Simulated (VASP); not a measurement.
# TiO2 (I4_1/amd) in VASP: single point with r2SCAN

Aim: the single point of TiO2 with r2SCAN.

Everything below comes from runs of VASP 6.6.1. Logs are shortened: lines on timing, memory, paths and dates and some standing lists are left out, and cuts for length are marked.

### 1 The cell of the first run

Symmetry: I4_1/amd, No. 141, tetragonal system. The conventional cell has a = 3.778 Å, b = 3.778 Å, c = 9.583 Å, α = 90.00°, β = 90.00°, γ = 90.00°. Ti (site symmetry -4m2) has 6 O at 1.93 to 1.99 Å within 2.6 Å. O (site symmetry 2mm) has 3 Ti at 1.93 to 1.99 Å and 2 O at 2.46 Å within 2.6 Å.

### 2 Single point, r2SCAN

Input file POSCAR:

```
TiO2
1.0
   -1.8889395767      1.8889395767      4.7917021391
    1.8889395767     -1.8889395767      4.7917021391
    1.8889395767      1.8889395767     -4.7917021391
Ti O
2 4
Direct
    0.0000000000      0.0000000000      0.0000000000
    0.7500000000      0.2500000000      0.5000000000
    0.9572828225      0.4572828225      0.5000000000
    0.2072828225      0.2072828225      0.0000000000
    0.5427171775      0.0427171775      0.5000000000
    0.7927171775      0.7927171775      0.0000000000
```

Input file INCAR.step1:

```
SYSTEM = TiO2
ALGO = Normal
EDIFF = 1E-4
ENCUT = 520
GGA = PE
ISMEAR = 0
LASPH = .True.
LCHARG = .False.
LREAL = .False.
LWAVE = .True.
NBANDS = 33
NELM = 100
PREC = Accurate
SIGMA = 0.02
```

Input file INCAR.step2:

```
SYSTEM = TiO2
ALGO = Normal
EDIFF = 1E-6
ENCUT = 520
ISIF = 2
ISMEAR = 0
ISTART = 1
LASPH = .True.
LCHARG = .False.
LMIXTAU = .True.
LREAL = .False.
LWAVE = .False.
METAGGA = R2SCAN
NBANDS = 33
NELM = 100
PREC = Accurate
SIGMA = 0.02
```

Input file KPOINTS:

```
k-points
0
Gamma
  8 8 8
  0 0 0
```

Potentials or basis: VASP PAW PBE potentials, release 64 (Ti_sv, O).

Command:

```console
> cat potpaw_PBE.64/Ti_sv/POTCAR potpaw_PBE.64/O/POTCAR > POTCAR
> cp INCAR.step1 INCAR
> mpirun -np 1 vasp_std > vasp.out
> cp INCAR.step2 INCAR
> mpirun -np 1 vasp_std > vasp.out
```

OUTCAR:

```text
SYSTEM = TiO2
   EDIFF = 1E-6
   ENCUT = 520
   ISIF = 2
   ISMEAR = 0
   ISTART = 1
   LASPH = .True.
   LREAL = .False.
   METAGGA = R2SCAN
   NELM = 100
   PREC = Accurate

 ion  position               nearest neighbor table
   1  0.000  0.000  0.000-   5 1.93   3 1.93   5 1.93   3 1.93   4 1.99   6 1.99
   2  0.750  0.250  0.500-   6 1.93   4 1.93   6 1.93   4 1.93   3 1.99   5 1.99
   3  0.957  0.457  0.500-   1 1.93   1 1.93   2 1.99
   4  0.207  0.207  0.000-   2 1.93   2 1.93   1 1.99
   5  0.543  0.043  0.500-   1 1.93   1 1.93   2 1.99
   6  0.793  0.793  0.000-   2 1.93   2 1.93   1 1.99

  LATTYP: Found a body centered tetragonal cell.
 ALAT       =     3.7778791534
 C/A-ratio  =     2.5367154133

  Lattice vectors:

 A1 = (  -1.8889395767,   1.8889395767,   4.7917021391)
 A2 = (   1.8889395767,  -1.8889395767,   4.7917021391)
 A3 = (   1.8889395767,   1.8889395767,  -4.7917021391)

Analysis of symmetry for initial positions (statically):
=====================================================================
 Subroutine PRICEL returns:
 Original cell was already a primitive cell.

 Routine SETGRP: Setting up the symmetry group for a
 body centered tetragonal supercell.

 Subroutine GETGRP returns: Found 16 space group operations
 (whereof  8 operations were pure point group operations)
 out of a pool of 16 trial point group operations.

The static configuration has the point symmetry D_2d.
 The point group associated with its full space group is D_4h.

Analysis of symmetry for dynamics (positions and initial velocities):
=====================================================================
 Subroutine PRICEL returns:
 Original cell was already a primitive cell.

 Routine SETGRP: Setting up the symmetry group for a
 body centered tetragonal supercell.

 Subroutine GETGRP returns: Found 16 space group operations
 (whereof  8 operations were pure point group operations)
 out of a pool of 16 trial point group operations.

The dynamic configuration has the point symmetry D_2d.
 The point group associated with its full space group is D_4h.

 Subroutine INISYM returns: Found 16 space group operations
 (whereof  8 operations are pure point group operations),
 and found     1 'primitive' translations

----------------------------------------------------------------------------------------

                                     Primitive cell

  volume of cell :      68.3890

  direct lattice vectors                    reciprocal lattice vectors
    -1.888939577  1.888939577  4.791702139     0.000000000  0.264698779  0.104347054
     1.888939577 -1.888939577  4.791702139     0.264698779  0.000000000  0.104347054
     1.888939577  1.888939577 -4.791702139     0.264698779  0.264698779  0.000000000

  length of vectors
     5.486036350  5.486036350  5.486036350     0.284523727  0.284523727  0.374340604

  position of ions in fractional coordinates (direct lattice)
     0.000000000  0.000000000  0.000000000
     0.750000000  0.250000000  0.500000000
     0.957282822  0.457282822  0.500000000
     0.207282822  0.207282822  0.000000000
     0.542717178  0.042717178  0.500000000
     0.792717178  0.792717178  0.000000000

  ion indices of the primitive-cell ions
   primitive index   ion index
                 1           1
                 2           2
                 3           3
                 4           4
                 5           5
                 6           6

----------------------------------------------------------------------------------------

 KPOINTS: k-points

Automatic generation of k-mesh.
 Grid dimensions read from file:
 generate k-points for:    8    8    8

 Generating k-lattice:

  Cartesian coordinates                     Fractional coordinates (reciprocal lattice)
     0.000000000  0.033087347  0.013043382     0.125000000  0.000000000 -0.000000000
     0.033087347  0.000000000  0.013043382     0.000000000  0.125000000 -0.000000000
     0.033087347  0.033087347  0.000000000     0.000000000  0.000000000  0.125000000

  Length of vectors
     0.035565466  0.035565466  0.046792575

  Shift w.r.t. Gamma in fractional coordinates (k-lattice)
     0.000000000  0.000000000  0.000000000

 Subroutine IBZKPT returns following result:
 ===========================================

 Found     59 irreducible k-points:

 Following reciprocal coordinates:
            Coordinates               Weight
  0.000000  0.000000  0.000000      1.000000
  0.125000 -0.000000  0.000000      8.000000
  0.250000 -0.000000  0.000000      8.000000
  0.375000 -0.000000  0.000000      8.000000
  0.500000 -0.000000  0.000000      4.000000
  0.125000  0.125000  0.000000      8.000000
[... 16 lines left out ...]
  0.250000  0.125000  0.125000     16.000000
  0.375000  0.125000  0.125000      8.000000
 [... further k-points ...]
   k-points           NKPTS =     59   k-points in BZ     NKDIM =     59   number of bands    NBANDS=     33
   number of dos      NEDOS =    301   number of ions     NIONS =      6
   total plane-waves  NPLWV =  74088
   dimension x,y,z NGX =    42 NGY =   42 NGZ =   42
   dimension x,y,z NGXF=    84 NGYF=   84 NGZF=   84
   ions per type =               2   4
   NGX,Y,Z   is equivalent  to a cutoff of  12.73, 12.73, 12.73 a.u.
   NGXF,Y,Z  is equivalent  to a cutoff of  25.45, 25.45, 25.45 a.u.
 SYSTEM =  TiO2
   PREC   = accura    normal or accurate (medium, high low for compatibility)
   ISTART =      1    job   : 0-new  1-cont  2-samecut
   ICHARG =      0    charge: 1-file 2-atom 10-const
   ISPIN  =      1    spin polarized calculation?
   LNONCOLLINEAR =      F non collinear calculations
   LSORBIT =      F    spin-orbit coupling
   LASPH  =      T    aspherical Exc in radial PAW
   ENCUT  =  520.0 eV  38.22 Ry    6.18 a.u.  10.20 10.20 10.20*2*pi/ulx,y,z
   NELM   =    100;   NELMIN=  2; NELMDL=  0     # of ELM steps
   EDIFF  = 0.1E-05   stopping-criterion for ELM
   LREAL  =      F    real-space projection
   EDIFFG = 0.1E-04   stopping-criterion for IOM
   NSW    =      0    number of steps for IOM
   IBRION =     -1    ionic relax: 0-MD 1-quasi-New 2-CG
   NFREE  =      0    steps in history (QN), initial steepest desc. (CG)
   ISIF   =      2    stress and relaxation
   ISYM   =      2    0-nonsym 1-usesym 2-fastsym
   POTIM  = 0.5000    time-step for ionic-motion
   TEBEG  =    0.0;   TEEND  =   0.0 temperature during run
   PSTRESS=    0.0 pullay stress
   NELECT =      48.0000    total number of electrons
   NUPDOWN=      -1.0000    fix difference up-down
   EMIN   =  10.00;   EMAX   =-10.00  energy-range for DOS
   EFERMI =   0.00;   METHOD = LEGACY
   ISMEAR =     0;   SIGMA  =   0.02  broadening in eV -4-tet -1-fermi 0-gaus
   EFERMI_NEDOS =   21; number of points for ismear=-14 and -15
   IALGO  =     38    algorithm
   IMIX   =      4    mixing-type and parameters
     AMIX     =   0.40;   BMIX     =  1.00
     AMIX_MAG =   1.60;   BMIX_MAG =  1.00
  volume/ion in A,a.u.               =      11.40        76.92
  Fermi-wavevector in a.u.,A,eV,Ry     =   1.454878  2.749321 28.799046  2.116670
  Thomas-Fermi vector in A             =   2.571978
   LORBIT       =      0    0 simple, 1 ext, 2 COOP (PROOUT), +10 PAW based schemes
   METAGGA = R2SCAN    functional components
   LHFCALC =     F    Hartree Fock is set to
   AEXX    =    0.0000 exact exchange contribution
   IVDW    =     0    specifies the selected vdW correction
   LEPSILON=     F    determine dielectric tensor
   LRPA    =     F    only Hartree local field effects (RPA)
 non-spin polarized calculation
 Gauss-broadening in eV      SIGMA  =   0.02
  energy-cutoff  :      520.00
  volume of cell :       68.39
 maximum number of plane-waves:      1858
 NGX is ok and might be reduce to    42
   NGX = 21   NGY = 21   NGZ = 21

 number of electron      47.9999993 magnetization

 Free energy of the ion-electron system (eV)
  ---------------------------------------------------
  ext. energy  EPLUGINS =         0.00000000
  ---------------------------------------------------
  free energy    TOTEN  =       -69.85812264 eV

  energy without entropy =      -69.85812264  energy(sigma->0) =      -69.85812264

 E-fermi :   3.1025     XC(G=0): -11.4454

 val. band max:        2.9777931652   @ k =  -0.3750   0.3750   0.0000
 cond. band min:       5.5683311584   @ k =   0.0000   0.0000   0.0000
 fundamental gap:      2.5905379932
 Fermi energy:         3.1024835627

 k-point     1 :       0.0000    0.0000    0.0000
  band No.  band energies     occupation
      1     -55.5688      2.00000
      2     -55.5098      2.00000
      3     -30.9860      2.00000
      4     -30.7379      2.00000
      5     -30.7379      2.00000
      6     -30.6689      2.00000
[... 25 lines left out ...]
     32       8.6171      0.00000
     33       8.6885      0.00000

 k-point     2 :       0.1250   -0.0000    0.0000
  band No.  band energies     occupation
      1     -55.5668      2.00000
      2     -55.5111      2.00000
      3     -30.9820      2.00000
      4     -30.7597      2.00000
      5     -30.7393      2.00000
      6     -30.6779      2.00000
[... 25 lines left out ...]
     32       8.8339      0.00000
     33       9.1258      0.00000

 k-point     3 :       0.2500   -0.0000    0.0000
  band No.  band energies     occupation
      1     -55.5614      2.00000
      2     -55.5147      2.00000
      3     -30.9728      2.00000
      4     -30.8095      2.00000
      5     -30.7422      2.00000
      6     -30.6966      2.00000
[... 25 lines left out ...]
     32       9.2242      0.00000
     33       9.6260      0.00000

 k-point     4 :       0.3750   -0.0000    0.0000
  band No.  band energies     occupation
      1     -55.5549      2.00000
      2     -55.5195      2.00000
      3     -30.9636      2.00000
      4     -30.8589      2.00000
      5     -30.7447      2.00000
      6     -30.7089      2.00000
[... 673 lines left out ...]
     32      10.0211      0.00000
     33      10.3649      0.00000

 k-point    23 :       0.2500    0.1250    0.1250
  band No.  band energies     occupation
      1     -55.5495      2.00000
      2     -55.5223      2.00000
      3     -30.9641      2.00000
      4     -30.8800      2.00000
      5     -30.7862      2.00000
      6     -30.7443      2.00000
[... 25 lines left out ...]
     32      10.0688      0.00000
     33      10.5835      0.00000

 k-point    24 :       0.3750    0.1250    0.1250
  band No.  band energies     occupation
      1     -55.5460      2.00000
      2     -55.5251      2.00000
      3     -30.9591      2.00000
      4     -30.9003      2.00000
      5     -30.7881      2.00000
      6     -30.7512      2.00000
[... 25 lines left out ...]
     32      10.0403      0.00000
     33      10.6601      0.00000

 [... further k-points ...]

------------------------ aborting loop because EDIFF is reached ----------------------------------------

  FORCE on cell =-STRESS in cart. coord.  units (eV):
  Direction    XX          YY          ZZ          XY          YZ          ZX
  --------------------------------------------------------------------------------------
  -------------------------------------------------------------------------------------
  Total        0.5526131      0.5526131      0.4654219      0.0000000      0.0000000      0.0000000
  in kB       12.9463055     12.9463055     10.9036380      0.0000000      0.0000000      0.0000000
  external PRESSURE =      12.2654164 kB  Pullay stress =       0.0000000 kB

 VOLUME and BASIS-vectors are now :
 -----------------------------------------------------------------------------
  energy-cutoff  :      520.00
  volume of cell :       68.39
      direct lattice vectors                 reciprocal lattice vectors
    -1.888939577  1.888939577  4.791702139     0.000000000  0.264698779  0.104347054
     1.888939577 -1.888939577  4.791702139     0.264698779  0.000000000  0.104347054
     1.888939577  1.888939577 -4.791702139     0.264698779  0.264698779  0.000000000

 POSITION                                       TOTAL-FORCE (eV/Angst)
 -----------------------------------------------------------------------------------
      0.00000      0.00000      0.00000         0.000000      0.000000     -0.000000
      0.00000      1.88894      2.39585         0.000000      0.000000     -0.000000
      0.00000      1.88894      4.38233        -0.000000     -0.000000      0.026473
      0.00000      0.00000      1.98648        -0.000000     -0.000000      0.026473
     -0.00000      1.88894      0.40938         0.000000      0.000000     -0.026473
      0.00000      0.00000      7.59693         0.000000      0.000000     -0.026473
 -----------------------------------------------------------------------------------
    total drift:                               -0.000000      0.000000     -0.000000

  FREE ENERGIE OF THE ION-ELECTRON SYSTEM (eV)
  ---------------------------------------------------
  free  energy   TOTEN  =       -69.8581226438 eV

  energy  without entropy=      -69.8581226438  energy(sigma->0) =      -69.85812264
```

Wall time 20 min (1 thread of Intel Xeon 8259CL, shared host); peak memory 0.34 GiB.

What came out:

| Property | Result |
| --- | --- |
| Free energy | -69.8581 eV |
| Pressure | 1.2 GPa |
| Largest force | 0.026 eV/Å |
| Band gap on the k mesh | 2.59 eV (least direct gap 2.90 eV) |

Forces in eV/Å, atoms in the order of the input:
```
Ti   0.000  0.000  0.000
Ti   0.000  0.000  0.000
O    0.000  0.000  0.026
O    0.000  0.000  0.026
O    0.000  0.000 -0.026
O    0.000  0.000 -0.026
```

Caveat: the PAW data sets were made with another functional, which shifts forces and pressure a little. A k mesh can miss the band edges.
